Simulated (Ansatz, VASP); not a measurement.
## One calculation of Ge, two programs

File INCAR:

```
PREC = Accurate
ENCUT = 520
EDIFF = 1E-6
ISMEAR = 0
SIGMA = 0.15
LREAL = False
LASPH = True
NELM = 100
ALGO = Normal
ISIF = 2
LWAVE = False
LCHARG = False
GGA = PE
NBANDS = 13
```

File KPOINTS:

```
regular mesh
0
Gamma
  20 20 18
```

The input POSCAR:

```
Ge
1.0
    1.3622202750     -2.5355031000      0.0000000000
    1.3622202750      2.5355031000      0.0000000000
    0.0000000000      0.0000000000      2.6982310000
Ge
1
Direct
    0.5000000000      0.5000000000      0.0000000000
```

Input for Ansatz:

```yaml
crystal:
  lattice:
    - [1.362220275, -2.5355031, 0.0]
    - [1.362220275, 2.5355031, 0.0]
    - [0.0, 0.0, 2.698231]
  atoms:
    - { symbol: Ge, position: [0.5, 0.5, 0.0] }
basis:
  ecutwfc: 420
kpoints:
  mp_grid: { grid: [20, 20, 18] }
hamiltonian:
  xc: pbe
scf:
  occupations: { method: gaussian, width: 0.15 }
output:
  forces: true
  stress: true
  eigenvalues: true
```

Change from the starting cell: strain -0.025 along x and y, +0.000 along z, atoms carried along.

Alike in both runs: task single point; functional PBE; k mesh 20 × 20 × 18; occupations gaussian, width 0.15 eV; no spin polarisation.

|  | VASP | Ansatz |
| --- | --- | --- |
| version | VASP 6.6.1 | Ansatz 0.2.0 |
| potentials or method | VASP PAW PBE potentials, release 64 (Ge_d), cutoff 520 eV | scalar-relativistic, plane waves, PAW |
| valence electrons in the cell | 14 | 14 |

VASP gave:

| Property | Result |
| --- | --- |
| gap on the k mesh at the Fermi level (eV) | none |
| pressure (GPa) | 2.9 |
| traceless stress, the component that is largest in VASP (GPa) | -3.36 |

Problem. What did Ansatz give for the same quantities?

Solution. gap on the k mesh at the Fermi level (eV): none; pressure (GPa): 3.1; traceless stress, the component that is largest in VASP (GPa): -3.35.

A gap of «none» marks a metal or a gap that the smearing closes.
